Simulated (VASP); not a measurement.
A run of VASP 6.6.1 is set up as follows.

The input INCAR:

```
PREC = Accurate
ENCUT = 520
EDIFF = 1E-6
ISMEAR = -1
SIGMA = 0.15
LREAL = F
LASPH = T
NELM = 150
ALGO = Normal
ISIF = 2
LWAVE = F
LCHARG = T
MAGMOM = 0 0 0 0 0 0
LORBIT = 11
LSORBIT = T
GGA_COMPAT = F
LORBMOM = T
GGA = RP
LVHAR = T
NBANDS = 30
```

Contents of KPOINTS:

```
regular mesh
0
Gamma
  11 11 11
```

The input POSCAR:

```
GaN
1.0
    0.0000000000      2.1907202943      2.1907202943
    2.1907202943      0.0000000000      2.1907202943
    2.1907202943      2.1907202943      0.0000000000
Ga N
1 1
Direct
    0.0000000000      0.0000000000      0.0000000000
    0.5000000000      0.5000000000      0.5000000000
```

Potentials or basis: VASP PAW PBE potentials, release 64 (Ga_d, N).

The run is started by

```console
$ cat potpaw_PBE.64/Ga_d/POTCAR potpaw_PBE.64/N/POTCAR > POTCAR
$ mpirun -np 1 vasp_ncl > vasp.out
```

(1) Estimate the net moment.

(2) What does it give for the pressure?

Answers

(1) 0.00 μB per cell.

(2) -8.7 GPa.

Caveat: the cell stands under tension; the PAW data sets were made with another functional, which shifts forces and pressure a little.
